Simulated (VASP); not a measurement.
Here is a VASP 6.6.1 calculation.

INCAR

```
ALGO = Normal
EDIFF = 1E-7
ENCUT = 520
ISIF = 2
ISMEAR = -1
ISPIN = 2
LASPH = True
LCHARG = False
LMAXMIX = 4
LORBIT = 11
LREAL = False
LWAVE = False
MAGMOM = 0.463
NBANDS = 15
NELM = 150
PREC = Accurate
SIGMA = 0.05
```

Contents of KPOINTS:

```
k-points
0
Gamma
  23 23 23
```

File POSCAR:

```
Ni
1.0
    2.3187323286      0.0000000000      0.0000000000
    0.0000000000      2.3187323286      0.0000000000
    0.0000000000      0.0000000000      2.3187323286
Ni
1
Direct
    0.0000000000      0.0000000000      0.0000000000
```

Potentials or basis: VASP PAW LDA potentials, release 64 (Ni).

The run is started by

```console
$ cat potpaw_LDA.64/Ni/POTCAR > POTCAR
$ mpirun -np 1 vasp_std > vasp.out
```

What does it give for the site moments?

Ni +0.48 μB.

Predict the pressure.

-12.0 GPa.
